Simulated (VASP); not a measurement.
# MgO (P2_1) in VASP: notebook

Runs on MgO. Level: PBEsol. Tasks: single point.

Program: VASP 6.6.1. These are calculated values, not measurements. Logs are shortened: lines on timing, memory, paths and dates and some standing lists are left out, and cuts for length are marked.

### 1 The cell of the first run

It takes space group P2_1 (No. 4, monoclinic). The conventional cell has a = 3.303 Å, b = 5.019 Å, c = 3.303 Å, α = 90.00°, β = 120.00°, γ = 90.00°. Mg (site symmetry 1) has 4 O at 1.97 to 2.00 Å within 2.6 Å. Within 2.6 Å of O (site symmetry 1) lie 4 Mg at 1.97 to 2.00 Å.

### 2 Single point, PBEsol (mode 4 frozen in at -0.108 Å and mode 5 at -0.000 Å (largest displacements))

File INCAR:

```
  PREC = Accurate
  ENCUT = 520
  EDIFF = 1E-6
  ISMEAR = 0
  SIGMA = 0.05
  LREAL = F
  LASPH = T
  NELM = 100
  ALGO = Normal
  ISIF = 2
  LWAVE = F
  LCHARG = F
  GGA = PS
  NBANDS = 16
```

File KPOINTS:

```
regular mesh
0
Gamma
  9 9 6
```

File POSCAR:

```
MgO
1.0
    3.3034677759      0.0000000000      0.0000000000
   -1.6517338880      2.8608870145      0.0000000000
    0.0000000000      0.0000000000      5.0193881071
Mg O
2 2
Direct
    0.3006404157      0.6666666667      0.0036583441
    0.6993595843      0.3333333333      0.5036583441
    0.3636626114      0.6666666667      0.4009416559
    0.6363373886      0.3333333333      0.9009416559
```

Potentials or basis: VASP PAW PBE potentials, release 64 (Mg, O).

Started as:

```console
$ cat potpaw_PBE.64/Mg/POTCAR potpaw_PBE.64/O/POTCAR > POTCAR
$ mpirun -np 1 vasp_std > vasp.out
```

OUTCAR:

```text
PREC = Accurate
   ENCUT = 520
   EDIFF = 1E-6
   ISMEAR = 0
   LREAL = F
   LASPH = T
   NELM = 100
   ISIF = 2
   GGA = PS

 ion  position               nearest neighbor table
   1  0.301  0.667  0.004-   4 1.97   4 1.98   4 1.98   3 2.00   2 3.04   2 3.04   2 3.16   2 3.16
                             2 3.27   2 3.27
   2  0.699  0.333  0.504-   3 1.97   3 1.98   3 1.98   4 2.00   1 3.04   1 3.04   1 3.16   1 3.16
                             1 3.27   1 3.27
   3  0.364  0.667  0.401-   2 1.97   2 1.98   2 1.98   1 2.00
   4  0.636  0.333  0.901-   1 1.97   1 1.98   1 1.98   2 2.00

  LATTYP: Found a hexagonal cell.
 ALAT       =     3.3034677759
 C/A-ratio  =     1.5194300195

  Lattice vectors:

 A1 = (   3.3034677759,   0.0000000000,   0.0000000000)
 A2 = (  -1.6517338880,   2.8608870145,   0.0000000000)
 A3 = (   0.0000000000,   0.0000000000,   5.0193881071)

Analysis of symmetry for initial positions (statically):
=====================================================================
 Subroutine PRICEL returns:
 Original cell was already a primitive cell.

 Routine SETGRP: Setting up the symmetry group for a
 hexagonal supercell.

 Subroutine GETGRP returns: Found  2 space group operations
 (whereof  1 operations were pure point group operations)
 out of a pool of 24 trial point group operations.

The static configuration has the point symmetry C_1 .
 The point group associated with its full space group is C_2 .

Analysis of symmetry for dynamics (positions and initial velocities):
=====================================================================
 Subroutine PRICEL returns:
 Original cell was already a primitive cell.

 Routine SETGRP: Setting up the symmetry group for a
 hexagonal supercell.

 Subroutine GETGRP returns: Found  2 space group operations
 (whereof  1 operations were pure point group operations)
 out of a pool of 24 trial point group operations.

The dynamic configuration has the point symmetry C_1 .
 The point group associated with its full space group is C_2 .

 Subroutine INISYM returns: Found  2 space group operations
 (whereof  1 operations are pure point group operations),
 and found     1 'primitive' translations

----------------------------------------------------------------------------------------
[... 91 lines left out ...]
   ISPIN  =      1    spin polarized calculation?
   LNONCOLLINEAR =      F non collinear calculations
   LSORBIT =      F    spin-orbit coupling
   LASPH  =      T    aspherical Exc in radial PAW
   ENCUT  =  520.0 eV  38.22 Ry    6.18 a.u.   6.14  6.14  9.33*2*pi/ulx,y,z
   NELM   =    100;   NELMIN=  2; NELMDL= -5     # of ELM steps
   EDIFF  = 0.1E-05   stopping-criterion for ELM
   LREAL  =      F    real-space projection
   EDIFFG = 0.1E-04   stopping-criterion for IOM
   NSW    =      0    number of steps for IOM
   IBRION =     -1    ionic relax: 0-MD 1-quasi-New 2-CG
   NFREE  =      0    steps in history (QN), initial steepest desc. (CG)
   ISIF   =      2    stress and relaxation
   ISYM   =      2    0-nonsym 1-usesym 2-fastsym
   POTIM  = 0.5000    time-step for ionic-motion
   TEBEG  =    0.0;   TEEND  =   0.0 temperature during run
   PSTRESS=    0.0 pullay stress
   NELECT =      16.0000    total number of electrons
   NUPDOWN=      -1.0000    fix difference up-down
   EMIN   =  10.00;   EMAX   =-10.00  energy-range for DOS
   EFERMI =   0.00;   METHOD = LEGACY
   ISMEAR =     0;   SIGMA  =   0.05  broadening in eV -4-tet -1-fermi 0-gaus
   EFERMI_NEDOS =   21; number of points for ismear=-14 and -15
   IALGO  =     38    algorithm
   IMIX   =      4    mixing-type and parameters
     AMIX     =   0.40;   BMIX     =  1.00
     AMIX_MAG =   1.60;   BMIX_MAG =  1.00
  volume/ion in A,a.u.               =      11.86        80.03
  Fermi-wavevector in a.u.,A,eV,Ry     =   1.139570  2.153475 17.668792  1.298620
  Thomas-Fermi vector in A             =   2.276273
   LORBIT       =      0    0 simple, 1 ext, 2 COOP (PROOUT), +10 PAW based schemes
   GGA     = PS    functional components
   LHFCALC =     F    Hartree Fock is set to
   AEXX    =    0.0000 exact exchange contribution
   IVDW    =     0    specifies the selected vdW correction
   LEPSILON=     F    determine dielectric tensor
   LRPA    =     F    only Hartree local field effects (RPA)
 non-spin polarized calculation
 Gauss-broadening in eV      SIGMA  =   0.05
  energy-cutoff  :      520.00
  volume of cell :       47.44
 maximum number of plane-waves:      1296
 NGX is ok and might be reduce to    28
   NGX = 13   NGY = 13   NGZ = 19

 number of electron      16.0000000 magnetization

 Free energy of the ion-electron system (eV)
  ---------------------------------------------------
  ext. energy  EPLUGINS =         0.00000000
  ---------------------------------------------------
  free energy    TOTEN  =       -24.49037983 eV

  energy without entropy =      -24.49037983  energy(sigma->0) =      -24.49037983

 E-fermi :   1.2643     XC(G=0):  -9.9624

 val. band max:        1.0254453384   @ k =   0.0000   0.0000   0.0000
 cond. band min:       4.3012385764   @ k =   0.0000   0.0000   0.0000
 fundamental gap:      3.2757932380
 Fermi energy:         1.2643004026

 k-point     1 :       0.0000    0.0000    0.0000
  band No.  band energies     occupation
      1     -15.1638      2.00000
      2     -14.3481      2.00000
      3      -2.3182      2.00000
      4       0.2005      2.00000
      5       0.3013      2.00000
      6       0.4731      2.00000
[... 433 lines left out ...]
      3      -1.8482      2.00000
      4      -1.1018      2.00000
      5      -0.9388      2.00000
      6      -0.3605      2.00000
[... 8 lines left out ...]
     15      15.1772      0.00000
     16      16.6504      0.00000

 [... further k-points ...]
[... 5 lines left out ...]
  --------------------------------------------------------------------------------------
  -------------------------------------------------------------------------------------
  Total       -0.3060853     -0.1029475     -0.0438405      0.0204168      0.0000000      0.0000000
  in kB      -10.3378807     -3.4770009     -1.4806908      0.6895663      0.0000000      0.0000000
  external PRESSURE =      -5.0985241 kB  Pullay stress =       0.0000000 kB

 VOLUME and BASIS-vectors are now :
 -----------------------------------------------------------------------------
  energy-cutoff  :      520.00
  volume of cell :       47.44
      direct lattice vectors                 reciprocal lattice vectors
     3.303467776  0.000000000  0.000000000     0.302712201  0.174770971  0.000000000
    -1.651733888  2.860887014  0.000000000     0.000000000  0.349541941  0.000000000
     0.000000000  0.000000000  5.019388107     0.000000000  0.000000000  0.199227471

 POSITION                                       TOTAL-FORCE (eV/Angst)
 -----------------------------------------------------------------------------------
     -0.10800      1.90726      0.01836         0.354713      0.039872      0.065995
      1.75973      0.95363      2.52806        -0.354713     -0.039872      0.065995
      0.10019      1.90726      2.01248        -0.216970      0.021114     -0.065995
      1.55154      0.95363      4.52218         0.216970     -0.021114     -0.065995
 -----------------------------------------------------------------------------------
    total drift:                               -0.000000     -0.000000      0.001278

  FREE ENERGIE OF THE ION-ELECTRON SYSTEM (eV)
  ---------------------------------------------------
  free  energy   TOTEN  =       -24.4903798322 eV

  energy  without entropy=      -24.4903798322  energy(sigma->0) =      -24.49037983
```

Wall time 3.3 min (1 thread of Intel Xeon 8259CL, shared host); peak memory 0.26 GiB.

What came out:

| Quantity | Value |
| --- | --- |
| Free energy | -24.4904 eV |
| Pressure | -0.5 GPa |
| Largest force | 0.363 eV/Å |
| Band gap on the k mesh | 3.28 eV, direct |

Forces on the atoms (eV/Å):
```
Mg   0.355  0.040  0.066
Mg  -0.355 -0.040  0.066
O   -0.217  0.021 -0.066
O    0.217 -0.021 -0.066
```

Levels at points of the mesh, in eV from the valence-band top:
| k point | band 5 | band 6 | band 7 | band 8 | band 9 | band 10 | band 11 | band 12 |
| --- | --- | --- | --- | --- | --- | --- | --- | --- |
| (0.00, 0.00, 0.00) | -0.72 | -0.55 | -0.35 | 0.00 | 3.28 | 8.29 | 10.07 | 13.69 |
| (0.00, 0.00, 0.50) | -0.63 | -0.63 | -0.59 | -0.59 | 5.78 | 5.78 | 12.92 | 12.92 |

Caveat: the cell differs from its parent crystal (mode 4 frozen in at -0.108 Å and mode 5 at -0.000 Å (largest displacements)); the PAW data sets were made with another functional, which shifts forces and pressure a little. A k mesh can miss the band edges.

### 3 Single point, PBEsol (mode 4 frozen in at -0.072 Å and mode 5 at -0.000 Å (largest displacements))

File INCAR:

```
PREC = Accurate
ENCUT = 520
EDIFF = 1E-6
ISMEAR = 0
SIGMA = 0.05
LREAL = False
LASPH = True
NELM = 60
ALGO = Normal
ISIF = 2
LWAVE = False
LCHARG = False
GGA = PS
NBANDS = 16
```

File KPOINTS:

```
Automatic mesh
0
Gamma
  9 9 6
```

File POSCAR:

```
MgO
1.0
    3.3034677759      0.0000000000      0.0000000000
   -1.6517338880      2.8608870145      0.0000000000
    0.0000000000      0.0000000000      5.0193881071
Mg O
2 2
Direct
    0.3115380549      0.6666666667      0.0036583441
    0.6884619451      0.3333333333      0.5036583441
    0.3535528520      0.6666666667      0.4009416559
    0.6464471480      0.3333333333      0.9009416559
```

Potentials or basis: VASP PAW PBE potentials, release 64 (Mg, O).

Started as:

```console
$ cat potpaw_PBE.64/Mg/POTCAR potpaw_PBE.64/O/POTCAR > POTCAR
$ mpirun -np 1 vasp_std > vasp.out
```

OUTCAR:

```text
PREC = Accurate
   ENCUT = 520
   EDIFF = 1E-6
   ISMEAR = 0
   LREAL = False
   LASPH = True
   NELM = 60
   ISIF = 2
   GGA = PS

 ion  position               nearest neighbor table
   1  0.312  0.667  0.004-   4 1.97   4 1.98   4 1.98   3 2.00   2 3.08   2 3.08   2 3.16   2 3.16
                             2 3.23   2 3.23
   2  0.688  0.333  0.504-   3 1.97   3 1.98   3 1.98   4 2.00   1 3.08   1 3.08   1 3.16   1 3.16
                             1 3.23   1 3.23
   3  0.354  0.667  0.401-   2 1.97   2 1.98   2 1.98   1 2.00
   4  0.646  0.333  0.901-   1 1.97   1 1.98   1 1.98   2 2.00

  LATTYP: Found a hexagonal cell.
 ALAT       =     3.3034677759
 C/A-ratio  =     1.5194300195

  Lattice vectors:

 A1 = (   3.3034677759,   0.0000000000,   0.0000000000)
 A2 = (  -1.6517338880,   2.8608870145,   0.0000000000)
 A3 = (   0.0000000000,   0.0000000000,   5.0193881071)

Analysis of symmetry for initial positions (statically):
=====================================================================
 Subroutine PRICEL returns:
 Original cell was already a primitive cell.

 Routine SETGRP: Setting up the symmetry group for a
 hexagonal supercell.

 Subroutine GETGRP returns: Found  2 space group operations
 (whereof  1 operations were pure point group operations)
 out of a pool of 24 trial point group operations.

The static configuration has the point symmetry C_1 .
 The point group associated with its full space group is C_2 .

Analysis of symmetry for dynamics (positions and initial velocities):
=====================================================================
 Subroutine PRICEL returns:
 Original cell was already a primitive cell.

 Routine SETGRP: Setting up the symmetry group for a
 hexagonal supercell.

 Subroutine GETGRP returns: Found  2 space group operations
 (whereof  1 operations were pure point group operations)
[... 121 lines left out ...]
   EFERMI =   0.00;   METHOD = LEGACY
   ISMEAR =     0;   SIGMA  =   0.05  broadening in eV -4-tet -1-fermi 0-gaus
   EFERMI_NEDOS =   21; number of points for ismear=-14 and -15
   IALGO  =     38    algorithm
   IMIX   =      4    mixing-type and parameters
     AMIX     =   0.40;   BMIX     =  1.00
     AMIX_MAG =   1.60;   BMIX_MAG =  1.00
  volume/ion in A,a.u.               =      11.86        80.03
  Fermi-wavevector in a.u.,A,eV,Ry     =   1.139570  2.153475 17.668792  1.298620
  Thomas-Fermi vector in A             =   2.276273
   LORBIT       =      0    0 simple, 1 ext, 2 COOP (PROOUT), +10 PAW based schemes
   GGA     = PS    functional components
   LHFCALC =     F    Hartree Fock is set to
   AEXX    =    0.0000 exact exchange contribution
   IVDW    =     0    specifies the selected vdW correction
   LEPSILON=     F    determine dielectric tensor
   LRPA    =     F    only Hartree local field effects (RPA)
 non-spin polarized calculation
 Gauss-broadening in eV      SIGMA  =   0.05
  energy-cutoff  :      520.00
  volume of cell :       47.44
 maximum number of plane-waves:      1296
 NGX is ok and might be reduce to    28
   NGX = 13   NGY = 13   NGZ = 19

 number of electron      15.9999997 magnetization

 Free energy of the ion-electron system (eV)
  ---------------------------------------------------
  ext. energy  EPLUGINS =         0.00000000
  ---------------------------------------------------
  free energy    TOTEN  =       -24.52375913 eV

  energy without entropy =      -24.52375913  energy(sigma->0) =      -24.52375913

 E-fermi :   1.2853     XC(G=0):  -9.9599

 val. band max:        0.9951758235   @ k =   0.0000   0.0000   0.0000
 cond. band min:       4.3144727839   @ k =   0.0000   0.0000   0.0000
 fundamental gap:      3.3192969603
 Fermi energy:         1.2852879771

 k-point     1 :       0.0000    0.0000    0.0000
  band No.  band energies     occupation
      1     -15.1711      2.00000
      2     -14.3594      2.00000
      3      -2.3250      2.00000
      4       0.2092      2.00000
      5       0.2774      2.00000
      6       0.5021      2.00000
[... 433 lines left out ...]
      3      -1.8590      2.00000
      4      -1.1149      2.00000
      5      -0.9500      2.00000
      6      -0.3642      2.00000
[... 8 lines left out ...]
     15      15.0369      0.00000
     16      16.6440      0.00000

 [... further k-points ...]
[... 5 lines left out ...]
  --------------------------------------------------------------------------------------
  -------------------------------------------------------------------------------------
  Total       -0.1891470     -0.0991952     -0.0696650      0.0148661      0.0000000      0.0000000
  in kB       -6.3883473     -3.3502693     -2.3529013      0.5020954      0.0000000      0.0000000
  external PRESSURE =      -4.0305059 kB  Pullay stress =       0.0000000 kB

 VOLUME and BASIS-vectors are now :
 -----------------------------------------------------------------------------
  energy-cutoff  :      520.00
  volume of cell :       47.44
      direct lattice vectors                 reciprocal lattice vectors
     3.303467776  0.000000000  0.000000000     0.302712201  0.174770971  0.000000000
    -1.651733888  2.860887014  0.000000000     0.000000000  0.349541941  0.000000000
     0.000000000  0.000000000  5.019388107     0.000000000  0.000000000  0.199227471

 POSITION                                       TOTAL-FORCE (eV/Angst)
 -----------------------------------------------------------------------------------
     -0.07200      1.90726      0.01836         0.236929      0.017855      0.031441
      1.72373      0.95363      2.52806        -0.236929     -0.017855      0.031441
      0.06679      1.90726      2.01248        -0.144555      0.009415     -0.031441
      1.58494      0.95363      4.52218         0.144555     -0.009415     -0.031441
 -----------------------------------------------------------------------------------
    total drift:                               -0.000000     -0.000000      0.001435

  FREE ENERGIE OF THE ION-ELECTRON SYSTEM (eV)
  ---------------------------------------------------
  free  energy   TOTEN  =       -24.5237591251 eV

  energy  without entropy=      -24.5237591251  energy(sigma->0) =      -24.52375913
```

Run time: 2 min. Hardware: 1 thread of Intel Xeon Platinum 8488C (Sapphire Rapids), shared host; peak memory 0.25 GiB.

Results:

* Free energy: -24.5238 eV
* Pressure: -0.4 GPa
* Largest force: 0.240 eV/Å
* Band gap on the k mesh: 3.32 eV, direct

Forces on the atoms (eV/Å):
```
Mg   0.237  0.018  0.031
Mg  -0.237 -0.018  0.031
O   -0.145  0.009 -0.031
O    0.145 -0.009 -0.031
```

Stress tensor (GPa, compression positive):
```
-0.64  0.05  0.00
 0.05 -0.34  0.00
 0.00  0.00 -0.24
```

Caveat: the cell differs from its parent crystal (mode 4 frozen in at -0.072 Å and mode 5 at -0.000 Å (largest displacements)); the PAW data sets were made with another functional, which shifts forces and pressure a little.
